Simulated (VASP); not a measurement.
Input of a VASP 6.6.1 run:

The input INCAR:

```
SYSTEM = Li
  ALGO = Normal
  EDIFF = 1E-7
  ENCUT = 520
  GGA = PE
  ISIF = 2
  ISMEAR = 0
  LASPH = .TRUE.
  LCHARG = .FALSE.
  LREAL = .FALSE.
  LWAVE = .FALSE.
  NBANDS = 22
  NELM = 60
  PREC = Accurate
  SIGMA = 0.2
```

Contents of KPOINTS:

```
k-points
0
G
  8 4 2
  0 0 0
```

POSCAR

```
Li
1.0
    1.5269335075     -2.6447264147      0.0000000000
   -4.5808005223     -2.6447264147      0.0000000000
    0.0000000000      0.0000000000    -10.0126027158
Li
8
Direct
    0.5000000000      0.5000000000      0.5000000000
    0.0000000000      0.0000000000      0.5000000000
    0.0000000000      0.6666666667      0.7500000000
    0.5000000000      0.1666666667      0.7500000000
    0.5000000000      0.8333333333      0.2500000000
    0.0000000000      0.3333333333      0.2500000000
    0.5000000000      0.5000000000      0.0000000000
    0.0000000000      0.0000000000      0.0000000000
```

Potentials or basis: VASP PAW PBE potentials, release 64 (Li_sv).

Run with:

```bash
$ cat potpaw_PBE.64/Li_sv/POTCAR > POTCAR
$ mpirun -np 1 vasp_std > vasp.out
```

Question: What does it give for the band gap on the k mesh?

Answer: Zero (bands 12 and 13 overlap by 2.53 eV).

Question: Predict the largest force.

Answer: 0.010 eV/Å.

Forces on the atoms (eV/Å):
```
Li   0.000  0.000  0.000
Li   0.000  0.000  0.000
Li  -0.008 -0.005  0.000
Li  -0.008 -0.005  0.000
Li   0.008  0.005  0.000
Li   0.008  0.005  0.000
Li   0.000  0.000  0.000
Li   0.000  0.000  0.000
```
